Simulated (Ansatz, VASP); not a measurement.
## One calculation of Au, two programs

```
Au
1.0
     2.59428    0.00000    0.00000
     0.00000    2.59428    0.00000
     0.00000    0.00000    2.59428
Au
1
Direct
  0.00000 0.00000 0.00000
```

Change from the starting cell: volume scaled by 0.92, LAPW.

Alike in both runs: task single point; functional LDA; k mesh 14 × 14 × 14; occupations fermi-dirac, width 0.05 eV; no spin polarisation.

```csv
,VASP,Ansatz
version,VASP 6.6.1,Ansatz 0.2.0
potentials or method,"VASP PAW LDA potentials, release 64 (Au), cutoff 520 eV","all-electron LAPW, scalar-relativistic"
```

VASP gave:

| Item | Value |
| --- | --- |
| pressure (GPa) | 16.3 |

Task: What did Ansatz give for the same quantities?

Result: Pressure (GPa): 15.8.

LDA's correlation is that of Perdew and Zunger in VASP and of Perdew and Wang (1992) in Ansatz. Ansatz ran all-electron here, and VASP with PAW potentials.

Spin-orbit coupling is off throughout.
